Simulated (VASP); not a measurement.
Input of a VASP 6.6.1 run:

Contents of POSCAR:

```
Ti
1.0
    2.6900000000      0.0000000000      0.0000000000
    0.0000000000      2.6900000000      0.0000000000
    0.0000000000      0.0000000000      2.6900000000
Ti
1
Direct
    0.0000000000      0.0000000000      0.0000000000
```

File INCAR.step1:

```
SYSTEM = Ti
ALGO     = Normal         ! electronic algorithm
EDIFF    = 1E-4           ! SCF threshold, eV
ENCUT    = 600            ! plane-wave cutoff, eV
GGA      = PE             ! functional
ISMEAR   = 1              ! smearing method
LASPH    = .True.         ! aspherical terms in the spheres
LCHARG   = .False.        ! write CHGCAR
LREAL    = .False.        ! projectors in reciprocal space
LWAVE    = .True.         ! write WAVECAR
NELM     = 80             ! most SCF steps
PREC     = Accurate       ! precision mode
SIGMA    = 0.05           ! smearing width, eV
```

INCAR.step2

```
SYSTEM = Ti
ALGO     = Normal         ! electronic algorithm
EDIFF    = 1E-6           ! SCF threshold, eV
EDIFFG   = -0.01          ! ionic threshold
ENCUT    = 600            ! plane-wave cutoff, eV
IBRION   = 2              ! ionic algorithm
ISIF     = 3              ! what is computed and relaxed
ISMEAR   = 1              ! smearing method
ISTART   = 1            
LASPH    = .True.         ! aspherical terms in the spheres
LCHARG   = .False.        ! write CHGCAR
LMIXTAU  = .True.       
LREAL    = .False.        ! projectors in reciprocal space
LWAVE    = .False.        ! write WAVECAR
METAGGA  = R2SCAN         ! meta-GGA
NELM     = 80             ! most SCF steps
NSW      = 60             ! ionic steps
PREC     = Accurate       ! precision mode
PSTRESS  = 600.0        
SIGMA    = 0.05           ! smearing width, eV
```

KPOINTS

```
k-points
0
Gamma
  6 6 6
  0 0 0
```

Potentials or basis: VASP PAW PBE potentials, release 64 (Ti_sv).

Launch:

```sh
$ cat potpaw_PBE.64/Ti_sv/POTCAR > POTCAR
$ cp INCAR.step1 INCAR
$ mpirun -np 1 vasp_std > vasp.out
$ cp INCAR.step2 INCAR
$ mpirun -np 1 vasp_std > vasp.out
```

Problem. Predict the relaxed volume.

Solution. 12.32 Å³/atom.

Problem. Estimate the relaxed cell.

Solution. a = 2.310 Å, b = 2.310 Å, c = 2.310 Å, α = 90.00°, β = 90.00°, γ = 90.00°.

Problem. Predict the band gap on the k mesh.

Solution. Zero (bands 6 and 7 overlap by 3.83 eV).

Problem. What does it give for the space group after relaxing (to 0.1 Å)?

Solution. Pm-3m (No. 221).

Final structure:
```
CELL_PARAMETERS angstrom
2.30952 0.00000 0.00000
0.00000 2.30952 0.00000
0.00000 0.00000 2.30952
ATOMIC_POSITIONS crystal
Ti 0.00000 0.00000 0.00000
```

Caveat: the k points lie up to 0.45 Å⁻¹ apart in the final cell, too coarse for converged energies and pressures of a metal; the cell is relaxed towards a set pressure, so the run minimises the enthalpy, not the energy; the volume moved by over 15 % at a fixed basis, so the end points are rough; the PAW data sets were made with another functional, which shifts forces and pressure a little.
